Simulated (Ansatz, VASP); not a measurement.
## Ta: VASP beside Ansatz

File INCAR:

```
SYSTEM = Ta
PREC = Accurate
ENCUT = 520
EDIFF = 1E-6
ISMEAR = -1
SIGMA = 0.08
LREAL = .False.
LASPH = .True.
NELM = 80
ALGO = Normal
ISIF = 2
LWAVE = .False.
LCHARG = .True.
LDIPOL = .True.
IDIPOL = 3
DIPOL = 0.5 0.5 0.500
LELF = .True.
LVHAR = .True.
LVACPOTAV = .True.
NBANDS = 36
```

The input KPOINTS:

```
regular mesh
0
Gamma
  15 15 1
  0 0 0
```

The input POSCAR:

```
Ta
1.0
    2.8173712975      0.0000000000      0.0000000000
   -0.9391237658      2.6562431328      0.0000000000
    0.0000000000      0.0000000000     25.2015000000
Ta
5
Direct
    0.0000000000      0.0000000000      0.3174414992
    0.5000000000      0.5000000000      0.4087207493
    0.0000000000      0.0000000000      0.5000000000
    0.5000000000      0.5000000000      0.5912792507
    0.0000000000      0.0000000000      0.6825585008
```

Input for Ansatz:

```yaml
crystal:
  lattice:
    - [2.8173712975, 0.0, 0.0]
    - [-0.9391237658, 2.6562431328, 0.0]
    - [0.0, 0.0, 25.2015]
  atoms:
    - { symbol: Ta, position: [0.0, 0.0, 0.3174414992] }
    - { symbol: Ta, position: [0.5, 0.5, 0.4087207493] }
    - { symbol: Ta, position: [0.0, 0.0, 0.5] }
    - { symbol: Ta, position: [0.5, 0.5, 0.5912792507] }
    - { symbol: Ta, position: [0.0, 0.0, 0.6825585008] }
kpoints:
  mp_grid: { grid: [15, 15, 1] }
scf:
  occupations: { method: fermi_dirac, width: 0.08 }
hamiltonian:
  xc: lda
  pseudopotentials: { kind: all_electron, lapw: { basis_error: 0.001 } }
output:
  forces: true
  stress: true
  eigenvalues: true
  populations: true
  dos: { projected: true, de: 0.2, e_range: [-14, 8] }
efield:
  axis: 3
  amplitude: 0
  dipole_correction: true
```

Alike in both runs: task single point; functional LDA; k mesh 15 × 15 × 1; occupations fermi-dirac, width 0.08 eV; no spin polarisation.

|  | VASP | Ansatz |
| --- | --- | --- |
| version | VASP 6.6.1 | Ansatz 0.2.0 |
| potentials or method | VASP PAW LDA potentials, release 64 (Ta_pv), cutoff 520 eV | all-electron LAPW, scalar-relativistic |

Ansatz gave:

| Quantity | Value |
| --- | --- |
| rms of the force components (eV/Å) | 0.238 |

Question: What did VASP give for the same quantities?

Answer: rms of the force components (eV/Å): 0.229.

LDA's correlation is that of Perdew and Zunger in VASP and of Perdew and Wang (1992) in Ansatz. Atom by atom the forces differ by 0.016 eV/Å (rms over components). Ansatz ran all-electron here, and VASP with PAW potentials.

Neither program's run includes spin-orbit coupling.
